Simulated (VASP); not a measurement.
Pd: single point with PBEsol

The system is Pd.

```
Pd
1.0
     0.00000    1.94490    1.94490
     1.94490    0.00000    1.94490
     1.94490    1.94490    0.00000
Pd
1
Direct
  0.00000 0.00000 0.00000
```

- Program: VASP 6.6.1
- Task: single point
- Functional: PBEsol
- Potentials or basis: VASP PAW PBE potentials, release 64 (Pd)
- Cutoff: 520 eV
- k mesh: 27 × 27 × 27
- Occupations: fermi-dirac, width 0.05 eV
- Spin: no spin polarisation
- Dipole correction: no
- Further INCAR settings: ALGO = Normal; EDIFF = 1e-06; NBANDS = 11

- Pressure: -2.4 GPa
- Band gap on the k mesh: zero (band 5 reaches 9.95 eV, above the bottom of band 6 at 8.36 eV)

Levels at points of the mesh, in eV from the Fermi level:
| k point | band 1 | band 2 | band 3 | band 4 | band 5 | band 6 | band 7 | band 8 | band 9 | band 10 |
| --- | --- | --- | --- | --- | --- | --- | --- | --- | --- | --- |
| (0.00, 0.00, 0.00) | -7.27 | -2.88 | -2.88 | -2.88 | -1.24 | -1.24 | 17.12 | 21.90 | 21.90 | 21.90 |

Wall time 2.5 min on 1 thread of AMD EPYC 7R43 64-Core Processor (Zen 3), on a shared host, peak memory 0.16 GiB.

Caveat: the PAW data sets were made with another functional, which shifts forces and pressure a little.
